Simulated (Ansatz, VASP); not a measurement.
# Ag in VASP and in Ansatz

The input INCAR:

```
PREC = Accurate ; ENCUT = 600
EDIFF = 1E-6 ; ISMEAR = -1
SIGMA = 0.05 ; LREAL = False
LASPH = True ; NELM = 80
ALGO = Normal ; ISIF = 3
LWAVE = False ; LCHARG = False
GGA = CA ; IBRION = 2
NSW = 100 ; EDIFFG = -0.005
```

Contents of KPOINTS:

```
Automatic mesh
0
Gamma
  14 14 14
```

Contents of POSCAR:

```
Ag
1.0
    0.0000000000      2.0696313722      2.0696313722
    2.0696313722      0.0000000000      2.0696313722
    2.0696313722      2.0696313722      0.0000000000
Ag
1
Direct
    0.0000000000      0.0000000000      0.0000000000
```

Input for Ansatz:

```yaml
crystal:
  lattice:
    - [0.0, 2.0696313722, 2.0696313722]
    - [2.0696313722, 0.0, 2.0696313722]
    - [2.0696313722, 2.0696313722, 0.0]
  atoms:
    - { symbol: Ag, position: [0.0, 0.0, 0.0] }
kpoints:
  mp_grid: { grid: [14, 14, 14] }
scf:
  occupations: { method: fermi_dirac, width: 0.05 }
hamiltonian:
  xc: lda
  pseudopotentials: { kind: all_electron, lapw: { basis_error: 0.001 } }
output:
  forces: true
  stress: true
relax:
  f_tol: 0.005
  max_steps: 80
  cell: {}
```

Alike in both runs: task relaxation of cell and atoms; functional LDA; k mesh 14 × 14 × 14; occupations fermi-dirac, width 0.05 eV; no spin polarisation.

|  | VASP | Ansatz |
| --- | --- | --- |
| version | VASP 6.6.1 | Ansatz 0.2.0 |
| potentials or method | VASP PAW LDA potentials, release 64 (Ag), cutoff 600 eV | all-electron LAPW, scalar-relativistic |

Ansatz gave:

* relaxed volume (Å³/atom): 16.01
* relaxed cell length with the largest relative difference (Å): 2.829

Problem. Which values does VASP return?

Solution. Relaxed volume (Å³/atom): 16.03; relaxed cell length with the largest relative difference (Å): 2.830.

LDA's correlation is that of Perdew and Zunger in VASP and of Perdew and Wang (1992) in Ansatz. Ansatz ran all-electron here, and VASP with PAW potentials.
